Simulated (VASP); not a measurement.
Cd2SO:

```
O Cd S
1.0
     3.65083    0.00000    0.00000
     0.00000    3.65083    0.00000
     0.00000    0.00000    5.03288
O Cd S
1 2 1
Direct
  0.00000 0.00000 0.00000
  0.00000 0.00000 0.50000
  0.50000 0.50000 0.00000
  0.50000 0.50000 0.50000
```

Base run:

- Program: VASP 6.6.1
- Functional: PBE
- Potentials or basis: VASP PAW PBE potentials, release 64 (O, Cd, S)
- Cutoff: 520 eV
- k mesh: 6 × 6 × 4
- Occupations: fermi-dirac, width 0.02 eV
- Spin: no spin polarisation

Its results: band gap on the k mesh 0.08 eV, indirect (least direct gap 1.01 eV); pressure 3.7 GPa.

Q: The run is repeated on the same cell with these changes: functional from PBE to PBE-based screened hybrid; k mesh from 6 × 6 × 4 to 4 × 4 × 2. What comes out?

A: Band gap on the k mesh 2.39 eV, indirect (least direct gap 3.57 eV); pressure -1.0 GPa.

Several settings changed at once, so the effect can't be laid on one alone.

Caveats: some runs use coarse meshes; the PAW data sets were made with another functional, which shifts forces and pressure a little (some runs).

A k mesh can miss the band edges.
